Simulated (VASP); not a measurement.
BaO (sol): relaxation of the atoms with PBEsol

Crystal: BaO (sol).

```
Ba O
1.0
     0.00000    2.73477    2.78624
     2.73477    0.00000    2.78624
     2.73477    2.73477    0.00000
Ba O
1 1
Direct
  0.00000 0.00000 0.00000
  0.50000 0.50000 0.50000
```

This cell differs from its parent crystal: strained cell.

```yaml
Program: VASP 6.6.1
Task: relaxation of the atoms
Functional: PBEsol
Potentials_or_basis: VASP PAW PBE potentials, release 64 (Ba_sv, O)
Cutoff: 520 eV
k_mesh: 8 × 8 × 8
Occupations: gaussian, width 0.02 eV
Spin: no spin polarisation
Dipole_correction: no
Further_INCAR_settings: ALGO = Normal; EDIFF = 1e-07; IBRION = 2; EDIFFG = -0.002; NSW = 60
```

```yaml
Pressure_after_relaxing: 1.4 GPa
Band_gap_on_the_k_mesh: 1.74 eV, direct
```

Stress tensor (GPa, compression positive):
```
2.00 0.00 0.00
0.00 2.00 0.00
0.00 0.00 0.06
```

Final structure:
```yaml
crystal:
  lattice:
    - [0.00000, 2.73477, 2.78624]
    - [2.73477, 0.00000, 2.78624]
    - [2.73477, 2.73477, 0.00000]
  atoms:
    - { symbol: Ba, position: [0.00000, 0.00000, 0.00000] }
    - { symbol: O, position: [0.50000, 0.50000, 0.50000] }
```

Levels at points of the mesh, in eV from the valence-band top:
| k point | band 6 | band 7 | band 8 | band 9 | band 10 | band 11 |
| --- | --- | --- | --- | --- | --- | --- |
| (0.00, 0.00, 0.00) | -0.51 | -0.42 | -0.42 | 3.39 | 4.48 | 4.62 |
| (0.50, 0.00, 0.00) | -2.18 | -1.64 | -1.64 | 4.83 | 7.13 | 7.18 |
| (0.50, 0.50, 0.00) | -0.21 | -0.21 | -0.12 | 1.79 | 5.95 | 8.96 |
| (0.50, 0.00, 0.50) | -0.31 | -0.18 | 0.00 | 1.74 | 5.96 | 8.94 |

Run time: 58 s on 1 thread of Intel Xeon 8259CL, with other jobs on the host, peak memory 0.19 GiB.

Caveat: the cell differs from its parent crystal (strained cell); the relaxation stopped at its first step, so nothing moved; the PAW data sets were made with another functional, which shifts forces and pressure a little; spin-orbit coupling is left out, which moves the levels of the heavy elements. A k mesh can miss the band edges.
